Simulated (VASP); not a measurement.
NaI:

```xyz
2
Lattice="0.0000 3.4709 3.6654 3.4709 0.0000 3.6654 3.4709 3.4709 0.0000" Properties=species:S:1:pos:R:3 pbc="T T T"
Na    0.0000    0.0000    0.0000
I     1.7355    1.7355    1.8327
```

This cell differs from its parent crystal: epitaxial xy strain -2.0%.

Base run:

- Program: VASP 6.6.1
- Functional: r2SCAN
- Potentials or basis: VASP PAW PBE potentials, release 64 (Na_pv, I)
- Cutoff: 520 eV
- k mesh: 6 × 6 × 6
- Occupations: gaussian, width 0.01 eV
- Spin: no spin polarisation

Its results: band gap on the k mesh 4.41 eV, direct; pressure 0.0 GPa.

Question: The run is repeated on the same cell with these changes: functional from r2SCAN to PBE; occupations from gaussian, width 0.01 eV to fermi-dirac, width 0.02 eV. What comes out?

Answer: Band gap on the k mesh 3.80 eV, direct; pressure 0.5 GPa.

Caveats: spin-orbit coupling is left out, which moves the levels of the heavy elements; the PAW data sets were made with another functional, which shifts forces and pressure a little (some runs).

